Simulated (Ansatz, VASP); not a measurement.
## One calculation of Mg2Be, two programs

```
Mg Be
1.0
    -2.50110    2.50110    4.85036
     2.50110   -2.50110    4.85036
     2.50110    2.50110   -4.85036
Mg Be
4 2
Direct
  0.26577 0.26577 0.00000
  0.01577 0.51577 0.50000
  0.48423 0.98423 0.50000
  0.73423 0.73423 0.00000
  0.00000 0.00000 0.00000
  0.75000 0.25000 0.50000
```

Alike in both runs: functional PBE; k mesh 10 × 10 × 10; occupations gaussian, width 0.1 eV; no spin polarisation.

Ansatz relaxed the structure, and its values are those at the end. VASP's run is a single point on that final structure, the one shown.

|  | VASP | Ansatz |
| --- | --- | --- |
| version | VASP 6.6.1 | Ansatz 0.2.0 |
| potentials or method | VASP PAW PBE potentials, release 64 (Mg, Be), cutoff 520 eV | scalar-relativistic, plane waves, PAW |
| valence electrons in the cell | 12 | 44 |

|  | VASP | Ansatz | Ansatz less VASP |
| --- | --- | --- | --- |
| gap on the k mesh at the Fermi level (eV) | none | none | - |
| pressure (GPa) | -0.1 | 0.0 | +0.08 |

A gap of «none» marks a metal or a gap that the smearing closes. VASP's potentials hold 12 valence electrons a cell and Ansatz's 44, so a difference there can come from the potentials and not from the codes.
